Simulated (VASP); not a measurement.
Al, 2 atoms in the cell. Symmetry: Fd-3m, No. 227, cubic system. The conventional cell has a = 5.953 Å, b = 5.953 Å, c = 5.953 Å, α = 90.00°, β = 90.00°, γ = 90.00°. Within 3.4 Å of Al (site symmetry -43m) lie 4 Al at 2.58 Å. 

```yaml
Program: VASP 6.6.1
Task: density of states
Functional: LDA
Potentials_or_basis: VASP PAW LDA potentials, release 64 (Al)
Cutoff: 520 eV
k_mesh: 12 × 12 × 12
Occupations: fermi-dirac, width 0.08 eV
Spin: no spin polarisation
Dipole_correction: no
k_mesh_for_the_DOS: 18 × 18 × 18
Occupations_for_the_DOS: tetrahedron
Further_INCAR_settings: ALGO = Normal; EDIFF = 1e-06
```

Potentials or basis: VASP PAW LDA potentials, release 64 (Al).

Run with:

```console
$ cat potpaw_LDA.64/Al/POTCAR > POTCAR
$ cp INCAR.step1 INCAR
$ cp KPOINTS.step1 KPOINTS
$ mpirun -np 1 vasp_std > vasp.out
$ cp INCAR.step2 INCAR
$ cp KPOINTS.step2 KPOINTS
$ mpirun -np 1 vasp_std > vasp.out
```

Hardware: 1 thread of Intel(R) Xeon(R) Platinum 8488C (Sapphire Rapids), with other jobs on the host.

Task: Estimate the wall time of this run.

Result: It took 34 s on 1 thread of Intel(R) Xeon(R) Platinum 8488C (Sapphire Rapids), on a shared host, peak memory 0.18 GiB. Counts: k points 195.
